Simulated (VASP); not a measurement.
# CoO in VASP: a series of runs

CoO is run at these levels: PBE; tasks: electric field gradients.

All numbers are computed with VASP 6.6.1; they aren't measurements. Logs are shortened: lines on timing, memory, paths and dates and some standing lists are left out, and cuts for length are marked.

### 1 The cell of the first run

Symmetry: I4/mmm, No. 139, tetragonal system. Conventional cell: a = 3.014 Å, b = 3.014 Å, c = 4.220 Å, α = 90.00°, β = 90.00°, γ = 90.00°. Within 2.8 Å of Co (site symmetry 4/mmm) lie 6 O at 2.11 to 2.13 Å. Within 2.8 Å of O (site symmetry 4/mmm) lie 6 Co at 2.11 to 2.13 Å.

### 2 Electric field gradients, PBE, collinear spin, ferromagnetic start (zz strain of -1 %)

Input file INCAR:

```
PREC = Accurate
ENCUT = 520
EDIFF = 1E-8
ISMEAR = -1
SIGMA = 0.05
LREAL = False
LASPH = True
NELM = 150
ALGO = Normal
ISIF = 2
LWAVE = False
LCHARG = False
ISPIN = 2
MAGMOM = 2 0
LORBIT = 11
LMAXMIX = 4
GGA = PE
LEFG = True
NBANDS = 18
```

Input file KPOINTS:

```
Automatic mesh
0
Gamma
  16 16 16
```

Input file POSCAR:

```
CoO
1.0
    0.0000000000      2.1315000000      2.1101850000
    2.1315000000      0.0000000000      2.1101850000
    2.1315000000      2.1315000000      0.0000000000
Co O
1 1
Direct
    0.0000000000      0.0000000000      0.0000000000
    0.5000000000      0.5000000000      0.5000000000
```

Potentials or basis: VASP PAW PBE potentials, release 64 (Co, O).

Launch:

```console
cat potpaw_PBE.64/Co/POTCAR potpaw_PBE.64/O/POTCAR > POTCAR
mpirun -np 1 vasp_std > vasp.out
```

OUTCAR:

```text
PREC = Accurate
   ENCUT = 520
   EDIFF = 1E-8
   ISMEAR = -1
   LREAL = False
   LASPH = True
   NELM = 150
   ISIF = 2
   ISPIN = 2
   LORBIT = 11
   GGA = PE

 ion  position               nearest neighbor table
   1  0.000  0.000  0.000-   2 2.11   2 2.11   2 2.13   2 2.13   2 2.13   2 2.13
   2  0.500  0.500  0.500-   1 2.11   1 2.11   1 2.13   1 2.13   1 2.13   1 2.13

  LATTYP: Found a body centered tetragonal cell.
 ALAT       =     3.0143962082
 C/A-ratio  =     1.4000714267

  Lattice vectors:

 A1 = (   0.0000000000,  -2.1315000000,  -2.1101850000)
 A2 = (   0.0000000000,   2.1315000000,  -2.1101850000)
 A3 = (   2.1315000000,   0.0000000000,   2.1101850000)

Analysis of symmetry for initial positions (statically):
=====================================================================
 Subroutine PRICEL returns:
 Original cell was already a primitive cell.

 Routine SETGRP: Setting up the symmetry group for a
 body centered tetragonal supercell.

 Subroutine GETGRP returns: Found 16 space group operations
 (whereof 16 operations were pure point group operations)
 out of a pool of 16 trial point group operations.

The static configuration has the point symmetry D_4h.

Analysis of symmetry for dynamics (positions and initial velocities):
=====================================================================
 Subroutine PRICEL returns:
 Original cell was already a primitive cell.

 Routine SETGRP: Setting up the symmetry group for a
 body centered tetragonal supercell.

 Subroutine GETGRP returns: Found 16 space group operations
 (whereof 16 operations were pure point group operations)
 out of a pool of 16 trial point group operations.

The dynamic configuration has the point symmetry D_4h.

Analysis of structural, dynamic, and magnetic symmetry:
=====================================================================
 Subroutine PRICEL returns:
 Original cell was already a primitive cell.

[... 164 lines left out ...]
  band No.  band energies     occupation
      1     -12.2451      1.00000
      2       4.7586      1.00000
      3       4.7652      1.00000
      4       4.8461      1.00000
      5       4.8782      1.00000
      6       4.8782      1.00000
[... 493 lines left out ...]
     17      31.3555      0.00000
     18      34.1418      0.00000

 [... further k-points ...]

 spin component 2

 k-point     1 :       0.0000    0.0000    0.0000
  band No.  band energies     occupation
      1     -11.7554      1.00000
      2       5.3808      1.00000
      3       5.4304      1.00000
      4       5.4304      1.00000
      5       6.8897      1.00000
      6       6.8898      1.00000
[... 493 lines left out ...]
     17      32.1965      0.00000
     18      34.9660      0.00000

 [... further k-points ...]

------------------------ aborting loop because EDIFF is reached ----------------------------------------

  FORCE on cell =-STRESS in cart. coord.  units (eV):
  Direction    XX          YY          ZZ          XY          YZ          ZX
  --------------------------------------------------------------------------------------
  -------------------------------------------------------------------------------------
  Total       -0.0899515     -0.0899515     -0.0792486      0.0000000      0.0000000     -0.0000000
  in kB       -7.5161890     -7.5161890     -6.6218710      0.0000000      0.0000000     -0.0000000
  external PRESSURE =      -7.2180830 kB  Pullay stress =       0.0000000 kB

 VOLUME and BASIS-vectors are now :
 -----------------------------------------------------------------------------
  energy-cutoff  :      520.00
  volume of cell :       19.17
      direct lattice vectors                 reciprocal lattice vectors
     0.000000000  2.131500000  2.110185000    -0.234576589  0.234576589  0.236946050
     2.131500000  0.000000000  2.110185000     0.234576589 -0.234576589  0.236946050
     2.131500000  2.131500000  0.000000000     0.234576589  0.234576589 -0.236946050

 POSITION                                       TOTAL-FORCE (eV/Angst)
 -----------------------------------------------------------------------------------
      0.00000      0.00000      0.00000         0.000000      0.000000      0.000000
      2.13150      2.13150      2.11018         0.000000      0.000000      0.000000
 -----------------------------------------------------------------------------------
    total drift:                                0.000000     -0.000000     -0.000000

  FREE ENERGIE OF THE ION-ELECTRON SYSTEM (eV)
  ---------------------------------------------------
  free  energy   TOTEN  =       -13.0634053241 eV

  energy  without entropy=      -13.0279845303  energy(sigma->0) =      -13.04569493

 Electric field gradients (V/A^2)
---------------------------------------------------------------------
 ion       V_xx      V_yy      V_zz      V_xy      V_xz      V_yz
---------------------------------------------------------------------
   1      -3.181    -3.181     6.362     0.001     0.002     0.002
   2      -0.875    -0.875     1.749    -0.002    -0.002    -0.002
---------------------------------------------------------------------

 Electric field gradients after diagonalization (V/A^2)
 (convention: |V_zz| > |V_xx| > |V_yy|)
----------------------------------------------------------------------
 ion       V_xx      V_yy      V_zz     asymmetry (V_yy - V_xx)/ V_zz
----------------------------------------------------------------------
   1      -3.182    -3.180     6.362       0.000
   2      -0.876    -0.873     1.749       0.002
----------------------------------------------------------------------

           NMR quadrupolar parameters

 Cq : quadrupolar parameter    Cq=e*Q*V_zz/h
 eta: asymmetry parameters     (V_yy - V_xx)/ V_zz
 Q  : nuclear electric quadrupole moment in mb (millibarn)
----------------------------------------------------------------------
 ion       Cq(MHz)       eta       Q (mb)
----------------------------------------------------------------------
   1       0.015       0.000       1.000
   2       0.004       0.002       1.000
----------------------------------------------------------------------

 total charge

# of ion       s       p       d       tot
------------------------------------------
    1        0.296   0.361   7.150   7.807
    2        1.556   3.427   0.000   4.983
--------------------------------------------------
tot          1.852   3.788   7.150  12.790

 magnetization (x)

# of ion       s       p       d       tot
------------------------------------------
    1        0.021   0.018   2.499   2.537
    2        0.029   0.262   0.000   0.290
--------------------------------------------------
tot          0.049   0.279   2.499   2.827
```

Run time: 2.3 min. Hardware: 1 thread of Intel Xeon Platinum 8488C (Sapphire Rapids), shared host; peak memory 0.3 GiB.

Results:

```
Free energy                                           : -13.0634 eV
Pressure                                              : -0.7 GPa
Net moment                                            : 2.88 μB per cell
Site moments                                          : Co +2.54; O +0.29 μB
Largest electric field gradient by atom               : Co +6.4; O +1.7 V/Å²
Valence electrons inside the program's atomic spheres : Co 7.81; O 4.98
```

Stress tensor (GPa, compression positive):
```
-0.75  0.00  0.00
 0.00 -0.75  0.00
 0.00  0.00 -0.66
```

Levels at points of the mesh, in eV from the Fermi level:
Spin up:
```tsv
k point	band 5	band 6	band 7	band 8	band 9	band 10	band 11	band 12	band 13	band 14
(0.00, 0.00, 0.00)	-3.13	-3.13	-3.09	-3.09	-2.99	1.05	16.89	18.19	18.19	18.23
(0.50, 0.00, 0.00)	-2.34	-2.31	-1.77	0.10	0.17	5.10	9.42	13.39	13.62	20.58
(0.50, 0.50, 0.00)	-3.88	-2.88	-2.39	-2.06	-2.06	5.94	9.96	11.66	15.77	15.77
(0.50, 0.00, 0.50)	-3.94	-2.91	-2.38	-2.06	-2.00	5.93	9.83	11.77	15.81	15.97
```
Spin down:
```tsv
k point	band 2	band 3	band 4	band 5	band 6	band 7	band 8	band 9	band 10	band 11
(0.00, 0.00, 0.00)	-2.63	-2.58	-2.58	-1.12	-1.12	-1.09	0.04	0.07	1.58	16.80
(0.50, 0.00, 0.00)	-7.64	-4.69	-4.66	-0.15	-0.11	0.18	2.70	2.74	5.38	10.20
(0.50, 0.50, 0.00)	-6.43	-3.88	-3.88	-2.25	0.13	0.13	0.57	0.99	6.78	10.41
(0.50, 0.00, 0.50)	-6.44	-3.89	-3.80	-2.24	0.11	0.14	0.52	1.01	6.78	10.29
```

Electric field gradients, principal values (V/Å²):
```tsv
atom	least	middle	greatest (by size)
1 Co	-3.180	-3.182	6.362
2 O	-0.873	-0.876	1.749
```

Caveat: the cell differs from its parent crystal (zz strain of -1 %); without QUAD_EFG the Cq values of the log hold for a quadrupole moment of 1 mb, not for the nuclei; a cell with one magnetic atom can't hold antiferromagnetic order, which such compounds often take; semilocal functionals often make such compounds metallic where correlation or magnetic order opens a gap, which also shifts bond lengths.

### 3 Electric field gradients, PBE, collinear spin, ferromagnetic start (zz strain of -1 %)

Input file INCAR:

```
SYSTEM = CoO
  ALGO = Normal
  EDIFF = 1E-8
  ENCUT = 520
  GGA = PE
  ISIF = 2
  ISMEAR = -1
  ISPIN = 2
  LASPH = .True.
  LCHARG = .False.
  LEFG = .True.
  LMAXMIX = 4
  LORBIT = 11
  LREAL = .False.
  LWAVE = .False.
  MAGMOM = 2 0
  NBANDS = 18
  NELM = 150
  PREC = Accurate
  SIGMA = 0.05
```

Input file KPOINTS:

```
k-points
0
Gamma
  16 16 16
  0 0 0
```

POSCAR is that of step 2.

Potentials or basis: VASP PAW PBE potentials, release 64 (Co, O).

Launch:

```console
cat potpaw_PBE.64/Co/POTCAR potpaw_PBE.64/O/POTCAR > POTCAR
mpirun -np 1 vasp_std > vasp.out
```

OUTCAR:

```text
SYSTEM = CoO
   EDIFF = 1E-8
   ENCUT = 520
   GGA = PE
   ISIF = 2
   ISMEAR = -1
   ISPIN = 2
   LASPH = .True.
   LORBIT = 11
   LREAL = .False.
   NELM = 150
   PREC = Accurate

 ion  position               nearest neighbor table
   1  0.000  0.000  0.000-   2 2.11   2 2.11   2 2.13   2 2.13   2 2.13   2 2.13
   2  0.500  0.500  0.500-   1 2.11   1 2.11   1 2.13   1 2.13   1 2.13   1 2.13

  LATTYP: Found a body centered tetragonal cell.
 ALAT       =     3.0143962082
 C/A-ratio  =     1.4000714267

  Lattice vectors:

 A1 = (   0.0000000000,  -2.1315000000,  -2.1101850000)
 A2 = (   0.0000000000,   2.1315000000,  -2.1101850000)
 A3 = (   2.1315000000,   0.0000000000,   2.1101850000)
[... 1250 lines left out ...]

 Electric field gradients after diagonalization (V/A^2)
 (convention: |V_zz| > |V_xx| > |V_yy|)
----------------------------------------------------------------------
 ion       V_xx      V_yy      V_zz     asymmetry (V_yy - V_xx)/ V_zz
----------------------------------------------------------------------
   1      -3.182    -3.180     6.362       0.000
   2      -0.876    -0.873     1.749       0.002
----------------------------------------------------------------------

           NMR quadrupolar parameters

 Cq : quadrupolar parameter    Cq=e*Q*V_zz/h
 eta: asymmetry parameters     (V_yy - V_xx)/ V_zz
 Q  : nuclear electric quadrupole moment in mb (millibarn)
----------------------------------------------------------------------
 ion       Cq(MHz)       eta       Q (mb)
----------------------------------------------------------------------
   1       0.015       0.000       1.000
   2       0.004       0.002       1.000
----------------------------------------------------------------------

 total charge

# of ion       s       p       d       tot
------------------------------------------
    1        0.296   0.361   7.150   7.807
    2        1.556   3.427   0.000   4.983
--------------------------------------------------
tot          1.852   3.788   7.150  12.790

 magnetization (x)

# of ion       s       p       d       tot
------------------------------------------
    1        0.021   0.018   2.499   2.537
    2        0.029   0.262   0.000   0.290
--------------------------------------------------
tot          0.049   0.279   2.499   2.827
```

OSZICAR:

```text
N       E                     dE             d eps       ncg     rms          rms(c)
DAV:   1     0.784208310639E+02    0.78421E+02   -0.65693E+03 26064   0.957E+02
DAV:   2    -0.105257106733E+02   -0.88947E+02   -0.76748E+02 26472   0.223E+02
DAV:   3    -0.153955296497E+02   -0.48698E+01   -0.46986E+01 29318   0.553E+01
[... 14 lines left out ...]
DAV:  18    -0.130634050942E+02   -0.79420E-06   -0.31684E-06 35080   0.281E-02    0.338E-03
DAV:  19    -0.130634054812E+02   -0.38703E-06   -0.62583E-07 31142   0.594E-03    0.217E-03
DAV:  20    -0.130634054105E+02    0.70656E-07   -0.42112E-08 25402   0.323E-03    0.605E-04
DAV:  21    -0.130634053309E+02    0.79579E-07   -0.14577E-08 17264   0.169E-03    0.486E-04
DAV:  22    -0.130634053199E+02    0.11096E-07   -0.36657E-09 13822   0.842E-04    0.179E-04
DAV:  23    -0.130634053241E+02   -0.42455E-08   -0.74310E-10 13536   0.242E-04
   1 F= -.13063405E+02 E0= -.13045695E+02  d E =-.354208E-01  mag=     2.8769
```

Run time: 2.2 min. Hardware: 1 thread of Intel Xeon Platinum 8488C (Sapphire Rapids), shared host; peak memory 0.3 GiB.

Results:

```
Free energy                                           : -13.0634 eV
Pressure                                              : -0.7 GPa
Net moment                                            : 2.88 μB per cell
Site moments                                          : Co +2.54; O +0.29 μB
Largest electric field gradient by atom               : Co +6.4; O +1.7 V/Å²
Valence electrons inside the program's atomic spheres : Co 7.81; O 4.98
```

Stress tensor (GPa, compression positive):
```
-0.75  0.00  0.00
 0.00 -0.75  0.00
 0.00  0.00 -0.66
```

Levels at points of the mesh, in eV from the Fermi level:
Spin up:
| k point | band 5 | band 6 | band 7 | band 8 | band 9 | band 10 | band 11 | band 12 | band 13 | band 14 |
| --- | --- | --- | --- | --- | --- | --- | --- | --- | --- | --- |
| (0.00, 0.00, 0.00) | -3.13 | -3.13 | -3.09 | -3.09 | -2.99 | 1.05 | 16.89 | 18.19 | 18.19 | 18.23 |
| (0.50, 0.00, 0.00) | -2.34 | -2.31 | -1.77 | 0.10 | 0.17 | 5.10 | 9.42 | 13.39 | 13.62 | 20.58 |
| (0.50, 0.50, 0.00) | -3.88 | -2.88 | -2.39 | -2.06 | -2.06 | 5.94 | 9.96 | 11.66 | 15.77 | 15.77 |
| (0.50, 0.00, 0.50) | -3.94 | -2.91 | -2.38 | -2.06 | -2.00 | 5.93 | 9.83 | 11.77 | 15.81 | 15.97 |
Spin down:
| k point | band 2 | band 3 | band 4 | band 5 | band 6 | band 7 | band 8 | band 9 | band 10 | band 11 |
| --- | --- | --- | --- | --- | --- | --- | --- | --- | --- | --- |
| (0.00, 0.00, 0.00) | -2.63 | -2.58 | -2.58 | -1.12 | -1.12 | -1.09 | 0.04 | 0.07 | 1.58 | 16.80 |
| (0.50, 0.00, 0.00) | -7.64 | -4.69 | -4.66 | -0.15 | -0.11 | 0.18 | 2.70 | 2.74 | 5.38 | 10.20 |
| (0.50, 0.50, 0.00) | -6.43 | -3.88 | -3.88 | -2.25 | 0.13 | 0.13 | 0.57 | 0.99 | 6.78 | 10.41 |
| (0.50, 0.00, 0.50) | -6.44 | -3.89 | -3.80 | -2.24 | 0.11 | 0.14 | 0.52 | 1.01 | 6.78 | 10.29 |

Electric field gradients, principal values (V/Å²):
| atom | least | middle | greatest (by size) |
| --- | --- | --- | --- |
| 1 Co | -3.180 | -3.182 | 6.362 |
| 2 O | -0.873 | -0.876 | 1.749 |

Caveat: the cell differs from its parent crystal (zz strain of -1 %); without QUAD_EFG the Cq values of the log hold for a quadrupole moment of 1 mb, not for the nuclei; a cell with one magnetic atom can't hold antiferromagnetic order, which such compounds often take; semilocal functionals often make such compounds metallic where correlation or magnetic order opens a gap, which also shifts bond lengths.

(Continued in part 2 of 3.)
